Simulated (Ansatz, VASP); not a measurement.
# KCl: VASP beside Ansatz

```
K Cl
1.0
     0.00000    3.02986    3.02986
     3.02986    0.00000    3.02986
     3.02986    3.02986    0.00000
K Cl
1 1
Direct
  0.00000 0.00000 0.00000
  0.50000 0.50000 0.50000
```

Change from the starting cell: strain -0.040 along x and y, -0.040 along z, atoms carried along.

Alike in both runs: task single point; functional r2SCAN; k mesh 6 × 6 × 6; occupations gaussian, width 0.05 eV; no spin polarisation.

```csv
,VASP,Ansatz
version,VASP 6.6.1,Ansatz 0.2.0
potentials or method,"VASP PAW PBE potentials, release 64 (K_sv, Cl), cutoff 550 eV","scalar-relativistic, plane waves, PAW"
valence electrons in the cell,16,16
```

```csv
,VASP,Ansatz,Ansatz less VASP
gap on the k mesh at the Fermi level (eV),6.26,6.26,-0.004
least direct gap on the mesh (eV),6.26,6.26,-0.004
pressure (GPa),2.9,2.9,-0.02
```

VASP's potentials were made for PBE, not for r2SCAN. The functional is the same, so the differences come from potentials, cutoffs and numerics.
